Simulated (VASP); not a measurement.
Set up this calculation in VASP 6.6.1, as the native input.

| Property | Result |
| --- | --- |
| Task | relaxation of cell and atoms |
| Functional | PBE |
| Potentials or basis | VASP PAW PBE potentials, release 64 (Rb_sv) |
| Cutoff | 600 eV |
| k mesh | 12 × 12 × 12 |
| Occupations | fermi-dirac, width 0.08 eV |
| Spin | no spin polarisation |
| Target pressure | 10 GPa |
| Dipole correction | no |
| Further INCAR settings | ALGO = Normal; EDIFF = 1e-07; IBRION = 2; EDIFFG = -0.005; NSW = 32; ISIF = 3 |

The structure of Rb lies in POSCAR:

```
Rb
1.0
    0.0000000000      2.6789890589      2.6789890589
    2.6789890589      0.0000000000      2.6789890589
    2.6789890589      2.6789890589      0.0000000000
Rb
1
Direct
    0.0000000000      0.0000000000      0.0000000000
```

These files were run (other wordings do the same):

INCAR

```
SYSTEM = Rb
ALGO = Normal
EDIFF = 1E-7
EDIFFG = -0.005
ENCUT = 600
GGA = PE
IBRION = 2
ISIF = 3
ISMEAR = -1
LASPH = .TRUE.
LCHARG = .FALSE.
LREAL = .FALSE.
LWAVE = .FALSE.
NELM = 60
NSW = 32
PREC = Accurate
PSTRESS = 100.0
SIGMA = 0.08
```

KPOINTS

```
k-points
0
G
  12 12 12
  0 0 0
```

Potentials or basis: VASP PAW PBE potentials, release 64 (Rb_sv).

The run is started by

```bash
$ cat potpaw_PBE.64/Rb_sv/POTCAR > POTCAR
$ mpirun -np 1 vasp_std > vasp.out
```

It gave:

```yaml
Pressure_after_relaxing: 10.0 GPa
```

Caveat: the relaxation stopped at its first step, so nothing moved; the cell is relaxed towards a set pressure, so the enthalpy falls and the energy may rise.

It took 38 s on 1 thread of Intel(R) Xeon(R) Platinum 8259CL CPU @ 2.50GHz (Skylake/Cascade Lake), on a shared host, peak memory 0.17 GiB.
